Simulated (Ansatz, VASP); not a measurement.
# Sr in VASP and in Ansatz

```
Sr
1.0
     0.00000    2.89312    2.89312
     2.89312    0.00000    2.89312
     2.89312    2.89312    0.00000
Sr
1
Cartesian
  0.0000 0.0000 0.0000
```

Alike in both runs: functional LDA; k mesh 16 × 16 × 16; occupations gaussian, width 0.01 eV; no spin polarisation.

Ansatz relaxed the structure, and its values are those at the end. VASP's run is a single point on that final structure, the one shown.

|  | VASP | Ansatz |
| --- | --- | --- |
| version | VASP 6.6.1 | Ansatz 0.2.0 |
| potentials or method | VASP PAW LDA potentials, release 64 (Sr_sv), cutoff 520 eV | scalar-relativistic, plane waves, PAW |
| valence electrons in the cell | 10 | 10 |

Ansatz gave:

* gap on the k mesh at the Fermi level (eV): 0.01
* least direct gap on the mesh (eV): 0.12
* pressure (GPa): 0.0

Task: What did VASP give for the same quantities?

Result: gap on the k mesh at the Fermi level (eV): 0.01; least direct gap on the mesh (eV): 0.11; pressure (GPa): 0.0.

Ansatz warns that its potentials were made for another functional, while VASP's fit it. LDA's correlation is that of Perdew and Zunger in VASP and of Perdew and Wang (1992) in Ansatz.
